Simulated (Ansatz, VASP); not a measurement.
Two plane-wave programs on NaCl

Contents of POSCAR:

```
NaCl
1.0
    3.4595458397      0.0077839781      0.0000000000
    0.0077839781      3.4595458397      0.0000000000
    0.0000000000      0.0000000000      3.4595458397
Na Cl
1 1
Direct
    0.0000000000      0.0000000000      0.0000000000
    0.5000000000      0.5000000000      0.5000000000
```

File INCAR.step1:

```
ALGO     = Normal         # electronic algorithm
EDIFF    = 1E-4           # SCF threshold, eV
ENCUT    = 520            # plane-wave cutoff, eV
GGA      = PE             # functional
ISMEAR   = 0              # smearing method
LASPH    = T              # aspherical terms in the spheres
LCHARG   = F              # write CHGCAR
LREAL    = F              # projectors in reciprocal space
LWAVE    = T              # write WAVECAR
NBANDS   = 14             # bands
NELM     = 100            # most SCF steps
PREC     = Accurate       # precision mode
SIGMA    = 0.01           # smearing width, eV
```

The input INCAR.step2:

```
ALGO     = Normal         # electronic algorithm
EDIFF    = 1E-6           # SCF threshold, eV
ENCUT    = 520            # plane-wave cutoff, eV
ISIF     = 2              # what is computed and relaxed
ISMEAR   = 0              # smearing method
ISTART   = 1            
LASPH    = T              # aspherical terms in the spheres
LCHARG   = F              # write CHGCAR
LMIXTAU  = T            
LREAL    = F              # projectors in reciprocal space
LWAVE    = F              # write WAVECAR
METAGGA  = R2SCAN         # meta-GGA
NBANDS   = 14             # bands
NELM     = 100            # most SCF steps
PREC     = Accurate       # precision mode
SIGMA    = 0.01           # smearing width, eV
```

File KPOINTS:

```
k-points
0
Gamma
  8 8 8
```

Input for Ansatz:

```yaml
crystal:
  lattice:
    - [3.4595458397, 0.0077839781, 0.0]
    - [0.0077839781, 3.4595458397, 0.0]
    - [0.0, 0.0, 3.4595458397]
  atoms:
    - { symbol: Na, position: [0.0, 0.0, 0.0] }
    - { symbol: Cl, position: [0.5, 0.5, 0.5] }
kpoints:
  mp_grid: { grid: [8, 8, 8] }
  band_path:
    path: [[0.0, 0.0, 0.0], [0.0, 0.5, 0.0], [0.5, 0.5, 0.0], [0.5, 0.5, 0.5]]
    npoints: 1
hamiltonian:
  xc: r2scan
scf:
  occupations: { method: fixed }
  n_extra_bands: 4
output:
  forces: true
  stress: true
  eigenvalues: true
```

Change from the starting cell: shear_xy strain +0.5%.

Alike in both runs: task single point; functional r2SCAN; k mesh 8 × 8 × 8; no spin polarisation.

|  | VASP | Ansatz |
| --- | --- | --- |
| version | VASP 6.6.1 | Ansatz 0.2.0 |
| potentials or method | VASP PAW PBE potentials, release 64 (Na_pv, Cl) | plane waves, PAW |
| plane-wave cutoff (eV) | 520 | 500 |
| occupations | gaussian, width 0.01 eV | fixed |
| valence electrons in the cell | 14 | 16 |

```csv
,VASP,Ansatz,Ansatz less VASP
gap on the k mesh at the Fermi level (eV),4.95,4.92,-0.034
pressure (GPa),-0.3,0.0,+0.30
```

VASP's potentials were made for PBE, not for r2SCAN. VASP's potentials hold 14 valence electrons a cell and Ansatz's 16, so a difference there can come from the potentials and not from the codes.
